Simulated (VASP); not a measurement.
BN: single point with PBE

BN:

```
B N
1.0
     4.52220    0.00000    0.00000
     0.00000    4.52220    0.00000
     0.00000    0.00000    2.77860
B N
4 4
Direct
  0.17428 0.82572 0.50000
  0.32572 0.32572 0.00000
  0.67428 0.67428 0.00000
  0.82572 0.17428 0.50000
  0.81261 0.81261 0.50000
  0.31261 0.68739 0.00000
  0.68739 0.31261 0.00000
  0.18739 0.18739 0.50000
```

```yaml
Program: VASP 6.6.1
Task: single point
Functional: PBE
Potentials_or_basis: VASP PAW PBE potentials, release 64 (B, N)
Cutoff: 520 eV
k_mesh: 6 × 6 × 10
Occupations: gaussian, width 0.05 eV
Spin: no spin polarisation
Dipole_correction: no
Further_INCAR_settings: ALGO = Normal; EDIFF = 1e-06; NBANDS = 26
```

```
Pressure               : -36.2 GPa
Largest force          : 0.167 eV/Å
Band gap on the k mesh : 4.78 eV (least direct gap 4.91 eV)
```

Forces in eV/Å, atoms in the order of the input:
```
B   -0.118  0.118  0.000
B    0.118  0.118  0.000
B   -0.118 -0.118  0.000
B    0.118 -0.118  0.000
N    0.026  0.026  0.000
N    0.026 -0.026  0.000
N   -0.026  0.026  0.000
N   -0.026 -0.026  0.000
```

Stress tensor (GPa, compression positive):
```
-22.20   0.00   0.00
  0.00 -22.20   0.00
  0.00   0.00 -64.17
```

Levels at points of the mesh, in eV from the valence-band top:
```csv
k point,band 12,band 13,band 14,band 15,band 16,band 17,band 18,band 19,band 20,band 21
"(0.00, 0.00, 0.00)",-2.48,-0.63,-0.57,0.00,0.00,4.91,6.20,7.40,7.57,7.57
"(0.50, 0.00, 0.00)",-2.99,-1.62,-1.62,-1.26,-1.26,6.03,6.03,7.35,7.35,8.58
"(0.50, 0.50, 0.00)",-3.30,-2.66,-2.66,-2.01,-2.01,6.37,6.37,6.84,6.84,7.35
"(0.00, 0.00, 0.50)",-4.61,-3.61,-3.61,-3.11,-3.11,6.28,6.28,9.67,9.67,10.86
"(0.50, 0.00, 0.50)",-4.20,-3.33,-3.33,-1.75,-1.75,6.43,6.43,8.40,8.40,8.64
"(0.50, 0.50, 0.50)",-2.99,-2.83,-2.83,-2.14,-2.14,5.86,5.86,6.45,6.45,8.20
```

Wall time 100 s on 1 thread of Intel Xeon 8259CL, with other jobs on the host, peak memory 0.21 GiB.

Caveat: the cell stands under tension. A k mesh can miss the band edges.
